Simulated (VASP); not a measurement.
Write the native input for VASP 6.6.1 that does the following.

```
Task                   : single point
Functional             : PBE
Potentials or basis    : VASP PAW PBE potentials, release 64 (Al, N)
Cutoff                 : 520 eV
k mesh                 : 6 × 6 × 6
Occupations            : gaussian, width 0.1 eV
Spin                   : no spin polarisation
Dipole correction      : no
Further INCAR settings : ALGO = Normal; EDIFF = 1e-07; NBANDS = 24
```

The structure of Al3N4 lies in POSCAR:

```
Al3N4
1.0
    1.5587658482      0.8999538821      9.1621087903
   -1.5587658482      0.8999538821      9.1621087903
    0.0000000000     -1.7999077641      9.1621087903
Al N
3 4
Direct
    0.0000000000      0.0000000000      0.0000000000
    0.5714000000      0.5714000000      0.5714000000
    0.4286000000      0.4286000000      0.4286000000
    0.8571000000      0.8571000000      0.8571000000
    0.1429000000      0.1429000000      0.1429000000
    0.7143000000      0.7143000000      0.7143000000
    0.2857000000      0.2857000000      0.2857000000
```

These files were run (other wordings do the same):

INCAR

```
SYSTEM = Al3N4
PREC     = Accurate       ! precision mode
ENCUT    = 520            ! plane-wave cutoff, eV
EDIFF    = 1E-7           ! SCF threshold, eV
ISMEAR   = 0              ! smearing method
SIGMA    = 0.1            ! smearing width, eV
LREAL    = .False.        ! projectors in reciprocal space
LASPH    = .True.         ! aspherical terms in the spheres
NELM     = 80             ! most SCF steps
ALGO     = Normal         ! electronic algorithm
ISIF     = 2              ! what is computed and relaxed
LWAVE    = .False.        ! write WAVECAR
LCHARG   = .False.        ! write CHGCAR
GGA      = PE             ! functional
NBANDS   = 24             ! bands
```

KPOINTS

```
Automatic mesh
0
Gamma
  6 6 6
  0 0 0
```

Potentials or basis: VASP PAW PBE potentials, release 64 (Al, N).

Launch:

```bash
$ cat potpaw_PBE.64/Al/POTCAR potpaw_PBE.64/N/POTCAR > POTCAR
$ mpirun -np 1 vasp_std > vasp.out
```

It gave:

```
Pressure               : -31.6 GPa
Largest force          : 2.083 eV/Å
Band gap on the k mesh : zero (an odd number of electrons rules out a gap without spin polarisation)
```

Caveat: the k points lie up to 0.39 Å⁻¹ apart, too coarse for converged energies and pressures of a metal; an odd number of electrons without spin polarisation forces a metal; a magnetic or distorted state may lie lower.

Wall time 6.9 min on 1 thread of Intel(R) Xeon(R) Platinum 8488C (Sapphire Rapids), with other jobs on the host, peak memory 0.63 GiB.
